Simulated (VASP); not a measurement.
The system is CsI.

```
CELL_PARAMETERS angstrom
4.50498 0.00000 0.00000
0.00000 4.50498 0.00000
0.00000 0.00000 4.50498
ATOMIC_POSITIONS crystal
Cs 0.00000 0.00000 0.00000
I 0.50000 0.50000 0.50000
```

Base run:

* Program: VASP 6.6.1
* Functional: BLYP
* Potentials or basis: VASP PAW PBE potentials, release 64 (Cs_sv, I)
* Cutoff: 500 eV
* k mesh: 6 × 6 × 6
* Occupations: fermi-dirac, width 0.05 eV
* Spin: no spin polarisation

Its results: band gap on the k mesh 4.12 eV (least direct gap 4.20 eV); pressure 2.8 GPa.

Task: The run is repeated on the same cell with these changes: functional from BLYP to PBE; dispersion from none to D3(BJ). What comes out?

Result: Band gap on the k mesh 4.02 eV (least direct gap 4.10 eV); pressure 0.5 GPa.

Several settings changed at once.

Caveats: spin-orbit coupling is left out, which moves the levels of the heavy elements; the PAW data sets were made with another functional, which shifts forces and pressure a little (at least some runs).

A k mesh can miss the band edges.
